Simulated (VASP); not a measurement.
# Br (Pm-3m) in VASP: further runs, part 2 of 2

VASP 6.6.1.

### Step 4. Single point, PBEsol

This run uses another cell than the first one, of 34.99 Å³/atom.

INCAR reads:

```
SYSTEM = Br
PREC = Accurate
ENCUT = 500
EDIFF = 1E-6
ISMEAR = -1
SIGMA = 0.15
LREAL = .False.
LASPH = .True.
NELM = 120
ALGO = Normal
ISIF = 2
LWAVE = .False.
LCHARG = .False.
GGA = PS
NBANDS = 18
GGA_COMPAT = .False.
```

KPOINTS reads:

```
regular mesh
0
Gamma
  6 6 6
  0 0 0
```

POSCAR reads:

```
Br
1.0
    4.7171126768      0.0000000000      0.0000000000
    0.0000000000      4.7171126768      0.0000000000
    0.0000000000      0.0000000000      4.7171126768
Br
3
Direct
    0.5000000000      0.0000000000      0.0000000000
    0.0000000000      0.5000000000      0.0000000000
    0.0000000000      0.0000000000      0.5000000000
```

Potentials or basis: VASP PAW PBE potentials, release 64 (Br).

Command:

```sh
$ cat potpaw_PBE.64/Br/POTCAR > POTCAR
$ mpirun -np 1 vasp_std > vasp.out
```

OUTCAR:

```text
SYSTEM = Br
   PREC = Accurate
   ENCUT = 500
   EDIFF = 1E-6
   ISMEAR = -1
   LREAL = .False.
   LASPH = .True.
   NELM = 120
   ISIF = 2
   GGA = PS

 ion  position               nearest neighbor table
   1  0.500  0.000  0.000-
   2  0.000  0.500  0.000-
   3  0.000  0.000  0.500-

  LATTYP: Found a simple cubic cell.
 ALAT       =     4.7171126768

  Lattice vectors:

 A1 = (   4.7171126768,   0.0000000000,   0.0000000000)
 A2 = (   0.0000000000,   4.7171126768,   0.0000000000)
 A3 = (   0.0000000000,   0.0000000000,   4.7171126768)

Analysis of symmetry for initial positions (statically):
=====================================================================
 Subroutine PRICEL returns:
 Original cell was already a primitive cell.

 Routine SETGRP: Setting up the symmetry group for a
 simple cubic supercell.

 Subroutine GETGRP returns: Found 48 space group operations
 (whereof 48 operations were pure point group operations)
 out of a pool of 48 trial point group operations.

The static configuration has the point symmetry O_h .

Analysis of symmetry for dynamics (positions and initial velocities):
=====================================================================
 Subroutine PRICEL returns:
 Original cell was already a primitive cell.

 Routine SETGRP: Setting up the symmetry group for a
 simple cubic supercell.

 Subroutine GETGRP returns: Found 48 space group operations
 (whereof 48 operations were pure point group operations)
 out of a pool of 48 trial point group operations.

The dynamic configuration has the point symmetry O_h .

 Subroutine INISYM returns: Found 48 space group operations
 (whereof 48 operations are pure point group operations),
 and found     1 'primitive' translations

----------------------------------------------------------------------------------------

                                     Primitive cell

  volume of cell :     104.9612

  direct lattice vectors                    reciprocal lattice vectors
     4.717112677  0.000000000  0.000000000     0.211994088  0.000000000  0.000000000
     0.000000000  4.717112677  0.000000000     0.000000000  0.211994088  0.000000000
     0.000000000  0.000000000  4.717112677     0.000000000  0.000000000  0.211994088

  length of vectors
     4.717112677  4.717112677  4.717112677     0.211994088  0.211994088  0.211994088

  position of ions in fractional coordinates (direct lattice)
     0.500000000  0.000000000  0.000000000
     0.000000000  0.500000000  0.000000000
     0.000000000  0.000000000  0.500000000

  ion indices of the primitive-cell ions
   primitive index   ion index
                 1           1
                 2           2
                 3           3

----------------------------------------------------------------------------------------

 KPOINTS: regular mesh

Automatic generation of k-mesh.
 Grid dimensions read from file:
 generate k-points for:    6    6    6

 Generating k-lattice:

  Cartesian coordinates                     Fractional coordinates (reciprocal lattice)
     0.035332348  0.000000000  0.000000000     0.166666667  0.000000000  0.000000000
     0.000000000  0.035332348  0.000000000     0.000000000  0.166666667  0.000000000
     0.000000000  0.000000000  0.035332348     0.000000000  0.000000000  0.166666667

  Length of vectors
     0.035332348  0.035332348  0.035332348

  Shift w.r.t. Gamma in fractional coordinates (k-lattice)
     0.000000000  0.000000000  0.000000000

 Subroutine IBZKPT returns following result:
 ===========================================

 Found     20 irreducible k-points:

 Following reciprocal coordinates:
            Coordinates               Weight
  0.000000  0.000000  0.000000      1.000000
  0.166667  0.000000  0.000000      6.000000
  0.333333  0.000000  0.000000      6.000000
  0.500000  0.000000  0.000000      3.000000
  0.166667  0.166667  0.000000     12.000000
  0.333333  0.166667  0.000000     24.000000
[... 12 lines left out ...]
  0.500000  0.500000  0.333333      6.000000
  0.500000  0.500000  0.500000      1.000000
   k-points           NKPTS =     20   k-points in BZ     NKDIM =     20   number of bands    NBANDS=     18
   number of dos      NEDOS =    301   number of ions     NIONS =      3
   total plane-waves  NPLWV =  46656
   dimension x,y,z NGX =    36 NGY =   36 NGZ =   36
   dimension x,y,z NGXF=    72 NGYF=   72 NGZF=   72
   ions per type =               3
   NGX,Y,Z   is equivalent  to a cutoff of  12.69, 12.69, 12.69 a.u.
   NGXF,Y,Z  is equivalent  to a cutoff of  25.38, 25.38, 25.38 a.u.
 SYSTEM =  Br
   PREC   = accura    normal or accurate (medium, high low for compatibility)
   ISTART =      0    job   : 0-new  1-cont  2-samecut
   ICHARG =      2    charge: 1-file 2-atom 10-const
   ISPIN  =      1    spin polarized calculation?
   LNONCOLLINEAR =      F non collinear calculations
   LSORBIT =      F    spin-orbit coupling
   LASPH  =      T    aspherical Exc in radial PAW
   ENCUT  =  500.0 eV  36.75 Ry    6.06 a.u.   8.60  8.60  8.60*2*pi/ulx,y,z
   NELM   =    120;   NELMIN=  2; NELMDL= -5     # of ELM steps
   EDIFF  = 0.1E-05   stopping-criterion for ELM
   LREAL  =      F    real-space projection
   EDIFFG = 0.1E-04   stopping-criterion for IOM
   NSW    =      0    number of steps for IOM
   IBRION =     -1    ionic relax: 0-MD 1-quasi-New 2-CG
   NFREE  =      0    steps in history (QN), initial steepest desc. (CG)
   ISIF   =      2    stress and relaxation
   ISYM   =      2    0-nonsym 1-usesym 2-fastsym
   POTIM  = 0.5000    time-step for ionic-motion
   TEBEG  =    0.0;   TEEND  =   0.0 temperature during run
   PSTRESS=    0.0 pullay stress
   NELECT =      21.0000    total number of electrons
   NUPDOWN=      -1.0000    fix difference up-down
   EMIN   =  10.00;   EMAX   =-10.00  energy-range for DOS
   EFERMI =   0.00;   METHOD = LEGACY
   ISMEAR =    -1;   SIGMA  =   0.15  broadening in eV -4-tet -1-fermi 0-gaus
   EFERMI_NEDOS =   21; number of points for ismear=-14 and -15
   IALGO  =     38    algorithm
   IMIX   =      4    mixing-type and parameters
     AMIX     =   0.40;   BMIX     =  1.00
     AMIX_MAG =   1.60;   BMIX_MAG =  1.00
  volume/ion in A,a.u.               =      34.99       236.10
  Fermi-wavevector in a.u.,A,eV,Ry     =   0.957499  1.809411 12.473881  0.916804
  Thomas-Fermi vector in A             =   2.086522
   LORBIT       =      0    0 simple, 1 ext, 2 COOP (PROOUT), +10 PAW based schemes
   GGA     = PS    functional components
   LHFCALC =     F    Hartree Fock is set to
   AEXX    =    0.0000 exact exchange contribution
   IVDW    =     0    specifies the selected vdW correction
   LEPSILON=     F    determine dielectric tensor
   LRPA    =     F    only Hartree local field effects (RPA)
 non-spin polarized calculation
  energy-cutoff  :      500.00
  volume of cell :      104.96
 maximum number of plane-waves:      2688
 NGX is ok and might be reduce to    36
   NGX = 17   NGY = 17   NGZ = 17

 number of electron      21.0000004 magnetization

 Free energy of the ion-electron system (eV)
  ---------------------------------------------------
  ext. energy  EPLUGINS =         0.00000000
  ---------------------------------------------------
  free energy    TOTEN  =        -3.87950029 eV

  energy without entropy =       -3.45605616  energy(sigma->0) =       -3.66777822

 E-fermi :  -0.6000     XC(G=0):  -7.9577

 val. band max:       -0.6484246490   @ k =   0.5000   0.0000   0.0000
 cond. band min:      -0.5933355799   @ k =   0.3333   0.0000   0.0000
 fundamental gap:      0.0550890691
 Fermi energy:        -0.5999864570

 k-point     1 :       0.0000    0.0000    0.0000
  band No.  band energies     occupation
      1     -15.3602      2.00000
      2     -13.9126      2.00000
      3     -13.9126      2.00000
      4      -3.8439      2.00000
      5      -3.8439      2.00000
      6      -3.8439      2.00000
[... 10 lines left out ...]
     17       8.3488      0.00000
     18       8.3488      0.00000
[... 379 lines left out ...]
 k-point    20 :       0.5000    0.5000    0.5000
  band No.  band energies     occupation
      1     -14.3823      2.00000
      2     -14.3823      2.00000
      3     -14.3823      2.00000
      4      -5.1507      2.00000
      5      -3.7542      2.00000
      6      -3.7542      2.00000
[... 10 lines left out ...]
     17      11.6053      0.00000
     18      11.6054      0.00000

------------------------ aborting loop because EDIFF is reached ----------------------------------------

  FORCE on cell =-STRESS in cart. coord.  units (eV):
  Direction    XX          YY          ZZ          XY          YZ          ZX
  --------------------------------------------------------------------------------------
  -------------------------------------------------------------------------------------
  Total       -2.1777324     -2.1777324     -2.1777324      0.0000000      0.0000000     -0.0000000
  in kB      -33.2419387    -33.2419387    -33.2419387      0.0000000      0.0000000     -0.0000000
  external PRESSURE =     -33.2419387 kB  Pullay stress =       0.0000000 kB

 VOLUME and BASIS-vectors are now :
 -----------------------------------------------------------------------------
  energy-cutoff  :      500.00
  volume of cell :      104.96
      direct lattice vectors                 reciprocal lattice vectors
     4.717112677  0.000000000  0.000000000     0.211994088  0.000000000  0.000000000
     0.000000000  4.717112677  0.000000000     0.000000000  0.211994088  0.000000000
     0.000000000  0.000000000  4.717112677     0.000000000  0.000000000  0.211994088

 POSITION                                       TOTAL-FORCE (eV/Angst)
 -----------------------------------------------------------------------------------
      2.35856      0.00000      0.00000         0.000000      0.000000      0.000000
      0.00000      2.35856      0.00000         0.000000      0.000000      0.000000
      0.00000      0.00000      2.35856         0.000000      0.000000      0.000000
 -----------------------------------------------------------------------------------
    total drift:                                0.000000      0.000000     -0.000000

  FREE ENERGIE OF THE ION-ELECTRON SYSTEM (eV)
  ---------------------------------------------------
  free  energy   TOTEN  =        -3.8795002855 eV

  energy  without entropy=       -3.4560561640  energy(sigma->0) =       -3.66777822
```

OSZICAR:

```text
N       E                     dE             d eps       ncg     rms          rms(c)
DAV:   1     0.127852532103E+03    0.12785E+03   -0.81506E+03   720   0.907E+02
DAV:   2     0.560134552344E+01   -0.12225E+03   -0.11910E+03   934   0.171E+02
DAV:   3    -0.380490656601E+01   -0.94063E+01   -0.93068E+01   832   0.540E+01
DAV:   4    -0.389943107756E+01   -0.94525E-01   -0.94455E-01  1062   0.640E+00
DAV:   5    -0.390015816617E+01   -0.72709E-03   -0.72699E-03   890   0.539E-01    0.562E+00
DAV:   6    -0.388079933721E+01    0.19359E-01   -0.30946E-02   898   0.761E-01    0.346E+00
DAV:   7    -0.388021076049E+01    0.58858E-03   -0.23798E-02   874   0.750E-01    0.406E-01
DAV:   8    -0.387949796947E+01    0.71279E-03   -0.24842E-03   870   0.232E-01    0.362E-02
DAV:   9    -0.387949749372E+01    0.47575E-06   -0.10052E-04  1028   0.504E-02    0.693E-03
DAV:  10    -0.387949939987E+01   -0.19061E-05   -0.14268E-06   742   0.733E-03    0.309E-03
DAV:  11    -0.387950028553E+01   -0.88567E-06   -0.69772E-07   644   0.576E-03
   1 F= -.38795003E+01 E0= -.36677782E+01  d E =-.423444E+00
```

stdout:

```text
POSCAR found type information on POSCAR Br
 POSCAR found :  1 types and       3 ions
 scaLAPACK will be used
 -----------------------------------------------------------------------------
|                                                                             |
|                                                                             |
|     You enforced a specific xc type in the INCAR file but a different       |
|     I HOPE YOU KNOW WHAT YOU ARE DOING!                                     |
|                                                                             |
 -----------------------------------------------------------------------------

 LDA part: xc-table for (Slater+PW92), standard interpolation
 POSCAR, INCAR and KPOINTS ok, starting setup
 FFT: planning ... GRIDC
 FFT: planning ... GRID_SOFT
 FFT: planning ... GRID
 WAVECAR not read
 entering main loop
```

It took 36 s on 1 thread of Intel Xeon 8259CL, shared host; peak memory 0.2 GiB.

Results:

| Item | Value |
| --- | --- |
| Free energy | -3.8795 eV |
| Pressure | -3.3 GPa |
| Band gap on the k mesh | zero (an odd number of electrons rules out a gap without spin polarisation) |

Caveat: the cell stands under tension; the PAW data sets were made with another functional, which shifts forces and pressure a little; an odd number of electrons without spin polarisation forces a metal; a magnetic or distorted state may lie lower.

### Step 5. The runs side by side

| cell | gap on the mesh (eV) | pressure (GPa) |
| --- | --- | --- |
| a = 4.598 Å, 3 atoms | none | -2.3 |
| a = 4.658 Å, 3 atoms | none | -2.9 |
| a = 4.717 Å, 3 atoms | none | -3.3 |

Alike in all rows: task single point; level PBEsol; potentials or basis VASP PAW PBE potentials, release 64 (Br); no spin polarisation; k mesh 6 × 6 × 6; cutoff (eV) 500; smearing fermi-dirac 0.15 eV.

Caveats: the PAW data sets were made with another functional, which shifts forces and pressure a little; an odd number of electrons without spin polarisation forces a metal; a magnetic or distorted state may lie lower; the cell stands under tension (at least some runs).

Absolute energies hang on the potentials; compare differences alone.

The gap in the log of VASP goes by the Fermi energy; the results here count the filled bands.